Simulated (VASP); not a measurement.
Write the native input for VASP 6.6.1 that does the following.

```
Task                   : single point
Functional             : LDA
Potentials or basis    : VASP PAW LDA potentials, release 64 (Ga_d, P)
Cutoff                 : 520 eV
k mesh                 : 8 × 8 × 8
Occupations            : gaussian, width 0.05 eV
Spin                   : no spin polarisation
Dipole correction      : no
Further INCAR settings : ALGO = Normal; EDIFF = 1e-06; NBANDS = 16
```

The structure of GaP lies in POSCAR:

```
GaP
1.0
    0.0000000000      2.6774871338      2.6774871338
    2.6774871338      0.0000000000      2.6774871338
    2.6774871338      2.6774871338      0.0000000000
Ga P
1 1
Direct
    0.0000000000      0.0000000000      0.0000000000
    0.7500000000      0.7500000000      0.7500000000
```

This cell differs from its parent crystal: volume scaled by 0.98.

One way to write it, as run:

INCAR

```
PREC = Accurate
ENCUT = 520
EDIFF = 1E-6
ISMEAR = 0
SIGMA = 0.05
LREAL = F
LASPH = T
NELM = 100
ALGO = Normal
ISIF = 2
LWAVE = F
LCHARG = T
GGA = CA
LELF = T
LVHAR = T
NBANDS = 16
```

KPOINTS

```
Automatic mesh
0
Gamma
  8 8 8
```

Potentials or basis: VASP PAW LDA potentials, release 64 (Ga_d, P).

Launch:

```console
$ cat potpaw_LDA.64/Ga_d/POTCAR potpaw_LDA.64/P/POTCAR > POTCAR
$ mpirun -np 1 vasp_std > vasp.out
```

It gave:

```yaml
Pressure: 2.0 GPa
Band_gap_on_the_k_mesh: 1.39 eV, indirect (least direct gap 2.08 eV)
```

It took 19 s on 1 thread of Intel Xeon 8259CL, on a shared host, peak memory 0.15 GiB.
